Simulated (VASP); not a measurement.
# K4TeBr2 in VASP: a series of runs, part 2 of 2

VASP 6.6.1. The steps go on from the part before.

### Step 4. Single point, PBE

This run uses another cell than the first one, of 45.48 Å³/atom.

INCAR reads:

```
SYSTEM = K4TeBr2
PREC = Accurate
ENCUT = 520
EDIFF = 1E-7
ISMEAR = 0
SIGMA = 0.1
LREAL = .False.
LASPH = .True.
NELM = 80
ALGO = Normal
ISIF = 2
LWAVE = .False.
LCHARG = .False.
GGA = PE
NBANDS = 37
```

KPOINTS reads:

```
regular mesh
0
Gamma
  2 2 2
  0 0 0
```

POSCAR reads:

```
K4TeBr2
1.0
    0.0213599626     -0.0190364147      5.9682203459
   -6.2865617080      0.0093194066     -0.0227786917
    3.1560356391     -8.4900897824      0.0385302210
K Te Br
4 1 2
Direct
    0.5005157189      0.8770948759      0.7533801668
    0.4999196243      0.1225737602      0.2470301441
    0.0004290847      0.6061690296      0.2142750970
   -0.0007803700      0.3935141400      0.7848083777
    1.0003128984      0.0004303278     -0.0001037786
    0.4988693203      0.6741824775      0.3487059875
    0.5007337233      0.3260353890      0.6519040054
```

Potentials or basis: VASP PAW PBE potentials, release 64 (K_sv, Te, Br).

Run with:

```bash
> cat potpaw_PBE.64/K_sv/POTCAR potpaw_PBE.64/Te/POTCAR potpaw_PBE.64/Br/POTCAR > POTCAR
> mpirun -np 1 vasp_std > vasp.out
```

OUTCAR:

```text
SYSTEM = K4TeBr2
   PREC = Accurate
   ENCUT = 520
   EDIFF = 1E-7
   ISMEAR = 0
   LREAL = .False.
   LASPH = .True.
   NELM = 80
   ISIF = 2
   GGA = PE

 ion  position               nearest neighbor table
   1  0.501  0.877  0.753-   7 3.26   7 3.26   5 3.63   5 3.65
   2  0.500  0.123  0.247-   6 3.26   6 3.26   5 3.64   5 3.66
   3  0.000  0.606  0.214-   6 3.19   6 3.20   5 3.62   4 3.64   5 3.64
   4  0.999  0.394  0.785-   7 3.19   7 3.19   5 3.63   5 3.64   3 3.64
   5  0.000  0.000  1.000-   3 3.62   4 3.63   1 3.63   2 3.64   4 3.64   3 3.64   1 3.65   2 3.66

   6  0.499  0.674  0.349-   3 3.19   3 3.20   2 3.26   2 3.26
   7  0.501  0.326  0.652-   4 3.19   4 3.19   1 3.26   1 3.26

  LATTYP: Found a triclinic cell.
 ALAT       =     6.2866098836
 B/A-ratio  =     2.0148809396
 C/A-ratio  =     0.9493652443
 COS(alpha) =     0.0010823199
 COS(beta)  =     0.0072069347
 COS(gamma) =     0.7424530873

  Lattice vectors:

 A1 = (   6.2865617080,  -0.0093194066,   0.0227786917)
 A2 = (   9.4170877769,   8.4714509692,   0.0070271624)
[... 173 lines left out ...]
 cond. band min:       1.6547721193   @ k =   0.0000   0.0000   0.0000
 fundamental gap:      2.0572119715
 Fermi energy:         0.0590921868

 k-point     1 :       0.0000    0.0000    0.0000
  band No.  band energies     occupation
      1     -30.4384      2.00000
      2     -30.4225      2.00000
      3     -30.0912      2.00000
      4     -30.0853      2.00000
      5     -14.5395      2.00000
      6     -14.3837      2.00000
[... 309 lines left out ...]
     36       5.5144      0.00000
     37       5.6578      0.00000

------------------------ aborting loop because EDIFF is reached ----------------------------------------

  FORCE on cell =-STRESS in cart. coord.  units (eV):
  Direction    XX          YY          ZZ          XY          YZ          ZX
  --------------------------------------------------------------------------------------
  -------------------------------------------------------------------------------------
  Total        0.1181640      0.0700435      0.0138945      0.0344033      0.0267755     -0.0921434
  in kB        0.5946685      0.3524990      0.0699248      0.1731368      0.1347494     -0.4637181
  external PRESSURE =       0.3390307 kB  Pullay stress =       0.0000000 kB

 VOLUME and BASIS-vectors are now :
 -----------------------------------------------------------------------------
  energy-cutoff  :      520.00
  volume of cell :      318.36
      direct lattice vectors                 reciprocal lattice vectors
     0.021359963 -0.019036415  5.968220346    -0.000606336  0.000535027  0.167558012
    -6.286561708  0.009319407 -0.022778692    -0.159158549 -0.059162552  0.000380914
     3.156035639 -8.490089782  0.038530221    -0.000173346 -0.117850526 -0.000375279

 POSITION                                       TOTAL-FORCE (eV/Angst)
 -----------------------------------------------------------------------------------
     -3.12553     -6.39762      2.99624        -0.001748     -0.008293      0.000700
      0.01975     -2.10568      2.99036        -0.005223      0.009121     -0.002415
     -3.13445     -1.81357     -0.00299        -0.005867     -0.009943     -0.002878
      0.02438     -6.67845      5.98484         0.004568      0.004980      0.005118
      3.15301     -8.48921      0.04038         0.005414     -0.001254     -0.002385
     -3.12711     -2.96376      2.97544         0.003990     -0.012609      0.000354
      0.01849     -5.54122      3.00618        -0.001134      0.017997      0.001506
 -----------------------------------------------------------------------------------
    total drift:                               -0.000030     -0.000044      0.000005

  FREE ENERGIE OF THE ION-ELECTRON SYSTEM (eV)
  ---------------------------------------------------
  free  energy   TOTEN  =       -20.2745592090 eV

  energy  without entropy=      -20.2745592089  energy(sigma->0) =      -20.27455921
```

It took 4.3 min on 1 thread of Intel Xeon 8259CL, shared host; peak memory 0.43 GiB.

What came out:

| Quantity | Value |
| --- | --- |
| Free energy | -20.2746 eV |
| Pressure | 0.0 GPa |
| Largest force | 0.018 eV/Å |
| Band gap on the k mesh | 2.06 eV |

Forces on the atoms (eV/Å):
```
K   -0.002 -0.008  0.001
K   -0.005  0.009 -0.002
K   -0.006 -0.010 -0.003
K    0.005  0.005  0.005
Te   0.005 -0.001 -0.002
Br   0.004 -0.013  0.000
Br  -0.001  0.018  0.002
```

Levels at points of the mesh, in eV from the valence-band top:
| k point | band 25 | band 26 | band 27 | band 28 | band 29 | band 30 | band 31 | band 32 |
| --- | --- | --- | --- | --- | --- | --- | --- | --- |
| (0.00, 0.00, 0.00) | -1.82 | -0.34 | -0.15 | 0.00 | 2.06 | 3.71 | 4.65 | 4.86 |
| (0.50, 0.00, 0.00) | -1.83 | -0.41 | -0.18 | -0.13 | 3.28 | 4.20 | 4.25 | 4.58 |
| (0.00, 0.50, 0.00) | -1.92 | -0.46 | -0.18 | 0.00 | 3.38 | 3.78 | 4.20 | 4.75 |
| (0.50, 0.50, 0.00) | -1.89 | -0.38 | -0.31 | -0.05 | 3.66 | 3.67 | 4.04 | 4.75 |
| (0.00, 0.00, 0.50) | -1.81 | -0.44 | -0.16 | 0.00 | 3.11 | 3.17 | 4.07 | 4.62 |
| (0.50, 0.00, 0.50) | -1.83 | -0.30 | -0.18 | -0.13 | 3.80 | 3.96 | 4.12 | 4.54 |
| (0.00, 0.50, 0.50) | -1.92 | -0.46 | -0.18 | 0.00 | 3.39 | 3.78 | 4.20 | 4.75 |
| (0.50, 0.50, 0.50) | -1.88 | -0.38 | -0.31 | -0.05 | 3.65 | 3.67 | 4.04 | 4.75 |

Caveat: the k points lie up to 0.53 Å⁻¹ apart; spin-orbit coupling is left out, which moves the levels of the heavy elements.

### Step 5. The runs side by side

```csv
cell,k mesh,smearing,gap on the mesh (eV),pressure (GPa),largest force (eV/Å)
"a = 5.921, b = 6.283, c = 9.138 Å, angles 110.1, 90.0, 90.0°, 7 atoms, atomic positions A",2 × 2 × 2,gaussian 0.1 eV,2.05,0.0,0.01
"a = 9.153, b = 9.153, c = 5.895 Å, angles 90.0, 90.0, 140.5°, 7 atoms, atomic positions B",3 × 3 × 3,gaussian 0.15 eV,2.11,0.2,0.02
"a = 5.968, b = 6.287, c = 9.058 Å, angles 110.5, 89.5, 90.4°, 7 atoms, atomic positions C",2 × 2 × 2,gaussian 0.1 eV,2.06,0.0,0.02
```

Alike in all rows: task single point; level PBE; potentials or basis VASP PAW PBE potentials, release 64 (K_sv, Te, Br); no spin polarisation; cutoff (eV) 520.

Caveats: some runs use coarse meshes; spin-orbit coupling is left out, which moves the levels of the heavy elements.

Total energies depend on the potentials used, so only differences within one code and one set of settings carry meaning.
